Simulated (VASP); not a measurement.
# Cu12CO in VASP: single point with PBE

Aim: the single point of Cu12CO with PBE.

Everything below comes from runs of VASP 6.6.1. Logs are shortened: lines on timing, memory, paths and dates and some standing lists are left out, and cuts for length are marked.

## (1) The cell of the first run

The cell holds a slab with vacuum, 14 atoms: a = 5.133 Å, b = 3.630 Å, c = 26.567 Å, α = 90.00°, β = 90.00°, γ = 90.00°.

## (2) Single point, PBE

Input file INCAR:

```
SYSTEM = Cu12CO
  PREC = Accurate
  ENCUT = 520
  EDIFF = 1E-6
  ISMEAR = 0
  SIGMA = 0.1
  LREAL = .False.
  LASPH = .True.
  NELM = 60
  ALGO = Normal
  ISIF = 2
  LWAVE = .False.
  LCHARG = .False.
  LDIPOL = .True.
  IDIPOL = 3
  DIPOL = 0.5 0.5 0.469
  GGA = PE
  NBANDS = 84
```

Input file KPOINTS:

```
Automatic mesh
0
Gamma
  6 8 1
  0 0 0
```

Input file POSCAR:

```
Cu12CO
1.0
    5.1332392119      0.0000000000      0.0000000000
    0.0000000000      3.6297482562      0.0000000000
    0.0000000000      0.0000000000     26.5665490148
Cu C O
12 1 1
Direct
    0.2500000000      0.5000000000      0.3199512287
    0.7500000000      0.5000000000      0.3199512287
    0.5000000000      0.0000000000      0.3682567050
    0.0000000000      0.0000000000      0.3682567050
    0.7500000000      0.5000000000      0.4165621812
    0.2500000000      0.5000000000      0.4165621812
   -0.0016088338      0.0000000000      0.4646651612
    0.5016088338      0.0000000000      0.4646651612
    0.2500000000      0.5000000000      0.5104392794
    0.7500000000      0.5000000000      0.5155461145
    0.4963588402      0.0000000000      0.5601020147
    0.0036411598      0.0000000000      0.5601020147
    0.2500000000      0.0000000000      0.6171567810
    0.2500000000      0.0000000000      0.6608670260
```

Potentials or basis: VASP PAW PBE potentials, release 64 (Cu, C, O).

Started as:

```bash
$ cat potpaw_PBE.64/Cu/POTCAR potpaw_PBE.64/C/POTCAR potpaw_PBE.64/O/POTCAR > POTCAR
$ mpirun -np 1 vasp_std > vasp.out
```

OUTCAR:

```text
SYSTEM = Cu12CO
   PREC = Accurate
   ENCUT = 520
   EDIFF = 1E-6
   ISMEAR = 0
   LREAL = .False.
   LASPH = .True.
   NELM = 60
   ISIF = 2
   GGA = PE

 ion  position               nearest neighbor table
   1  0.250  0.500  0.320-   6 2.57   2 2.57   2 2.57   3 2.57   3 2.57   4 2.57   4 2.57
   2  0.750  0.500  0.320-   5 2.57   1 2.57   1 2.57   3 2.57   3 2.57   4 2.57   4 2.57
   3  0.500  0.000  0.368-   8 2.56   6 2.57   5 2.57   5 2.57   6 2.57   4 2.57   4 2.57   2 2.57
                             1 2.57   2 2.57   1 2.57
   4  0.000  0.000  0.368-   7 2.56   6 2.57   5 2.57   5 2.57   6 2.57   3 2.57   3 2.57   2 2.57
                             1 2.57   2 2.57   1 2.57
   5  0.750  0.500  0.417-   7 2.56   8 2.56   7 2.56   8 2.56   2 2.57   3 2.57   4 2.57   3 2.57
                             4 2.57   6 2.57   6 2.57  10 2.63
   6  0.250  0.500  0.417-   9 2.49   1 2.57   4 2.57   3 2.57   3 2.57   4 2.57   5 2.57   5 2.57
                             7 2.57   7 2.57   8 2.57   8 2.57
   7  0.998  0.000  0.465-  12 2.54   9 2.54   9 2.54   8 2.55   5 2.56   5 2.56   4 2.56   6 2.57
                             6 2.57   8 2.58  10 2.60  10 2.60
   8  0.502  0.000  0.465-  11 2.54   9 2.54   9 2.54   7 2.55   5 2.56   5 2.56   3 2.56   6 2.57
                             6 2.57   7 2.58  10 2.60  10 2.60
   9  0.250  0.500  0.510-   6 2.49   7 2.54   8 2.54   7 2.54   8 2.54  10 2.57  10 2.57  12 2.58
                            11 2.58  12 2.58  11 2.58
  10  0.750  0.500  0.516-  11 2.53  12 2.53  11 2.53  12 2.53   9 2.57   9 2.57   8 2.60   8 2.60
                             7 2.60   7 2.60   5 2.63
  11  0.496  0.000  0.560-  13 1.97  10 2.53  10 2.53  12 2.53   8 2.54   9 2.58   9 2.58  12 2.60

  12  0.004  0.000  0.560-  13 1.97  10 2.53  10 2.53  11 2.53   7 2.54   9 2.58   9 2.58  11 2.60

  13  0.250  0.000  0.617-  14 1.16  12 1.97  11 1.97
  14  0.250  0.000  0.661-  13 1.16

  LATTYP: Found a simple orthorhombic cell.
 ALAT       =     3.6297482562
 B/A-ratio  =     1.4142135624
 C/A-ratio  =     7.3191161314

  Lattice vectors:

 A1 = (   0.0000000000,  -3.6297482562,   0.0000000000)
 A2 = (   5.1332392119,   0.0000000000,   0.0000000000)
 A3 = (   0.0000000000,   0.0000000000,  26.5665490148)

Analysis of symmetry for initial positions (statically):
=====================================================================
 Subroutine PRICEL returns:
 Original cell was already a primitive cell.

 Routine SETGRP: Setting up the symmetry group for a
 simple orthorhombic supercell.

 Subroutine GETGRP returns: Found  4 space group operations
 (whereof  2 operations were pure point group operations)
 out of a pool of  8 trial point group operations.

The static configuration has the point symmetry C_1h.
 The point group associated with its full space group is C_2v.

Analysis of symmetry for dynamics (positions and initial velocities):
=====================================================================
 Subroutine PRICEL returns:
 Original cell was already a primitive cell.

 Routine SETGRP: Setting up the symmetry group for a
 simple orthorhombic supercell.

 Subroutine GETGRP returns: Found  4 space group operations
 (whereof  2 operations were pure point group operations)
 out of a pool of  8 trial point group operations.

The dynamic configuration has the point symmetry C_1h.
 The point group associated with its full space group is C_2v.

 Subroutine INISYM returns: Found  4 space group operations
 (whereof  2 operations are pure point group operations),
 and found     1 'primitive' translations

----------------------------------------------------------------------------------------

                                     Primitive cell

  volume of cell :     494.9977

  direct lattice vectors                    reciprocal lattice vectors
     5.133239212  0.000000000  0.000000000     0.194808767  0.000000000  0.000000000
     0.000000000  3.629748256  0.000000000     0.000000000  0.275501200  0.000000000
     0.000000000  0.000000000 26.566549015     0.000000000  0.000000000  0.037641321

  length of vectors
     5.133239212  3.629748256 26.566549015     0.194808767  0.275501200  0.037641321

  position of ions in fractional coordinates (direct lattice)
     0.250000000  0.500000000  0.319951229
     0.750000000  0.500000000  0.319951229
     0.500000000  0.000000000  0.368256705
     0.000000000  0.000000000  0.368256705
     0.750000000  0.500000000  0.416562181
     0.250000000  0.500000000  0.416562181
[... 55 lines left out ...]
  0.166667  0.000000  0.000000      2.000000
  0.333333  0.000000  0.000000      2.000000
  0.500000  0.000000  0.000000      1.000000
  0.000000  0.125000  0.000000      2.000000
  0.166667  0.125000  0.000000      4.000000
[... 12 lines left out ...]
  0.333333  0.500000  0.000000      2.000000
  0.500000  0.500000  0.000000      1.000000
   k-points           NKPTS =     20   k-points in BZ     NKDIM =     20   number of bands    NBANDS=     84
   number of dos      NEDOS =    301   number of ions     NIONS =     14
   total plane-waves  NPLWV = 224000
   dimension x,y,z NGX =    40 NGY =   28 NGZ =  200
   dimension x,y,z NGXF=    80 NGYF=   56 NGZF=  400
   ions per type =              12   1   1
   NGX,Y,Z   is equivalent  to a cutoff of  12.95, 12.82, 12.52 a.u.
   NGXF,Y,Z  is equivalent  to a cutoff of  25.91, 25.65, 25.03 a.u.
 SYSTEM =  Cu12CO
   PREC   = accura    normal or accurate (medium, high low for compatibility)
   ISTART =      0    job   : 0-new  1-cont  2-samecut
   ICHARG =      2    charge: 1-file 2-atom 10-const
   ISPIN  =      1    spin polarized calculation?
   LNONCOLLINEAR =      F non collinear calculations
   LSORBIT =      F    spin-orbit coupling
   LASPH  =      T    aspherical Exc in radial PAW
   ENCUT  =  520.0 eV  38.22 Ry    6.18 a.u.   9.54  6.75 49.40*2*pi/ulx,y,z
   NELM   =     60;   NELMIN=  2; NELMDL= -5     # of ELM steps
   EDIFF  = 0.1E-05   stopping-criterion for ELM
   LREAL  =      F    real-space projection
   EDIFFG = 0.1E-04   stopping-criterion for IOM
   NSW    =      0    number of steps for IOM
   IBRION =     -1    ionic relax: 0-MD 1-quasi-New 2-CG
   NFREE  =      0    steps in history (QN), initial steepest desc. (CG)
   ISIF   =      2    stress and relaxation
   ISYM   =      2    0-nonsym 1-usesym 2-fastsym
   POTIM  = 0.5000    time-step for ionic-motion
   TEBEG  =    0.0;   TEEND  =   0.0 temperature during run
   PSTRESS=    0.0 pullay stress
   NELECT =     142.0000    total number of electrons
   NUPDOWN=      -1.0000    fix difference up-down
   EMIN   =  10.00;   EMAX   =-10.00  energy-range for DOS
   EFERMI =   0.00;   METHOD = LEGACY
   ISMEAR =     0;   SIGMA  =   0.10  broadening in eV -4-tet -1-fermi 0-gaus
   EFERMI_NEDOS =   21; number of points for ismear=-14 and -15
   IALGO  =     38    algorithm
   IMIX   =      4    mixing-type and parameters
     AMIX     =   0.40;   BMIX     =  1.00
     AMIX_MAG =   1.60;   BMIX_MAG =  1.00
  volume/ion in A,a.u.               =      35.36       238.60
  Fermi-wavevector in a.u.,A,eV,Ry     =   1.079700  2.040338 15.861029  1.165753
  Thomas-Fermi vector in A             =   2.215672
   LORBIT       =      0    0 simple, 1 ext, 2 COOP (PROOUT), +10 PAW based schemes
   GGA     = PE    functional components
   LHFCALC =     F    Hartree Fock is set to
   AEXX    =    0.0000 exact exchange contribution
   IVDW    =     0    specifies the selected vdW correction
   LEPSILON=     F    determine dielectric tensor
   LRPA    =     F    only Hartree local field effects (RPA)
 non-spin polarized calculation
 Gauss-broadening in eV      SIGMA  =   0.10
  energy-cutoff  :      520.00
  volume of cell :      495.00
 maximum number of plane-waves:     13385
 NGX is ok and might be reduce to    40
   NGX = 19   NGY = 13   NGZ = 99

 dipolmoment           0.000000      0.000000     -0.075442 electrons x Angstroem

 number of electron     141.9999935 magnetization

 dipolmoment           0.000000      0.000000      0.092369 electrons x Angstroem

 Free energy of the ion-electron system (eV)
  ---------------------------------------------------
  ext. energy  EPLUGINS =         0.00000000
  ---------------------------------------------------
  free energy    TOTEN  =       -56.83990795 eV

  energy without entropy =      -56.81845906  energy(sigma->0) =      -56.82918351

 E-fermi :  -0.8450     XC(G=0):  -4.8332

 val. band max:       -0.9073271618   @ k =   0.3333   0.2500   0.0000
 cond. band min:      -0.8333173280   @ k =   0.5000   0.0000   0.0000
 fundamental gap:      0.0740098337
 Fermi energy:        -0.8449997219

 k-point     1 :       0.0000    0.0000    0.0000
  band No.  band energies     occupation
      1     -24.9825      2.00000
      2     -11.0543      2.00000
      3      -9.5194      2.00000
      4      -8.5443      2.00000
      5      -8.0268      2.00000
      6      -7.5828      2.00000
[... 1709 lines left out ...]
     82       4.0529      0.00000
     83       4.9338      0.00000
 [bands above 83 left out]

------------------------ aborting loop because EDIFF is reached ----------------------------------------

 vacuum level on the upper side and lower side of the slab       (xc-potential included)         0.293        -0.591

  FORCE on cell =-STRESS in cart. coord.  units (eV):
  Direction    XX          YY          ZZ          XY          YZ          ZX
  --------------------------------------------------------------------------------------
  -------------------------------------------------------------------------------------
  Total       -3.3405603     -2.4305098     -0.0069867      0.0000000      0.0000000      0.0000000
  in kB      -10.8125155     -7.8669213     -0.0226141      0.0000000      0.0000000      0.0000000
  external PRESSURE =      -6.2340170 kB  Pullay stress =       0.0000000 kB

 VOLUME and BASIS-vectors are now :
 -----------------------------------------------------------------------------
  energy-cutoff  :      520.00
  volume of cell :      495.00
      direct lattice vectors                 reciprocal lattice vectors
     5.133239212  0.000000000  0.000000000     0.194808767  0.000000000  0.000000000
     0.000000000  3.629748256  0.000000000     0.000000000  0.275501200  0.000000000
     0.000000000  0.000000000 26.566549015     0.000000000  0.000000000  0.037641321

 POSITION                                       TOTAL-FORCE (eV/Angst)
 -----------------------------------------------------------------------------------
      1.28331      1.81487      8.50000         0.000000      0.000000      0.350466
      3.84993      1.81487      8.50000         0.000000      0.000000      0.431871
      2.56662      0.00000      9.78331        -0.003856      0.000000     -0.345302
      0.00000      0.00000      9.78331         0.003856      0.000000     -0.345302
      3.84993      1.81487     11.06662         0.000000      0.000000     -0.048573
      1.28331      1.81487     11.06662         0.000000      0.000000     -0.112986
      5.12498      0.00000     12.34455        -0.002066      0.000000      0.003316
      2.57488      0.00000     12.34455         0.002066      0.000000      0.003316
      1.28331      1.81487     13.56061         0.000000      0.000000      0.004381
      3.84993      1.81487     13.69628         0.000000      0.000000     -0.000581
      2.54793      0.00000     14.87998         0.026760      0.000000     -0.005502
      0.01869      0.00000     14.87998        -0.026760      0.000000     -0.005502
      1.28331      0.00000     16.39573         0.000000      0.000000     -0.703531
      1.28331      0.00000     17.55696         0.000000      0.000000      0.773928
 -----------------------------------------------------------------------------------
    total drift:                                0.000000      0.000000     -0.001162

  FREE ENERGIE OF THE ION-ELECTRON SYSTEM (eV)
  ---------------------------------------------------
  free  energy   TOTEN  =       -56.8399079530 eV

  energy  without entropy=      -56.8184590581  energy(sigma->0) =      -56.82918351

 vacuum level on the upper side and lower side of the slab         4.242         3.343
```

Wall time 81 min (1 thread of Intel Xeon 8259CL, shared host); peak memory 0.9 GiB.

Results:

| Property | Result |
| --- | --- |
| Free energy | -56.8399 eV |
| Largest force | 0.774 eV/Å |
| Band gap on the k mesh | zero (bands 71 and 72 overlap by 0.59 eV) |

Forces on the atoms (eV/Å):
```
Cu   0.000  0.000  0.350
Cu   0.000  0.000  0.432
Cu  -0.004  0.000 -0.345
Cu   0.004  0.000 -0.345
Cu   0.000  0.000 -0.049
Cu   0.000  0.000 -0.113
Cu  -0.002  0.000  0.003
Cu   0.002  0.000  0.003
Cu   0.000  0.000  0.004
Cu   0.000  0.000 -0.001
Cu   0.027  0.000 -0.006
Cu  -0.027  0.000 -0.006
C    0.000  0.000 -0.704
O    0.000  0.000  0.774
```

With open d or f shells a metallic result of PBE can be an artefact of self-interaction; +U or a hybrid may open a gap.
